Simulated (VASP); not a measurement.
Crystal: GaP.

```
Ga P
1.0
     0.00000    2.68842    2.68842
     2.68842    0.00000    2.68842
     2.68842    2.68842    0.00000
Ga P
1 1
Direct
  0.00000 0.00000 0.00000
  0.75000 0.75000 0.75000
```

Program: VASP 6.6.1. Alike in all runs: task single point; potentials or basis VASP PAW PBE potentials, release 64 (Ga_d, P); no spin polarisation; cell as given; smearing fermi-dirac 0.05 eV.

Problem. Order these runs on this cell by their pressure, lowest first.
A. level r2SCAN+D4; k mesh 8 × 8 × 8; cutoff (eV) 520
B. level b88 exchange, pbe correlation; k mesh 8 × 8 × 8; cutoff (eV) 500
C. level HF; k mesh 4 × 4 × 4; cutoff (eV) 520; grid for exact exchange (PRECFOCK) Normal; share of exact exchange 1

Solution. A (2.8 GPa), B (6.2 GPa), C (10.2 GPa).

Caveats: some runs use coarse meshes; the PAW data sets were made with another functional, which shifts forces and pressure a little; the cell stands under pressure (at least some runs).
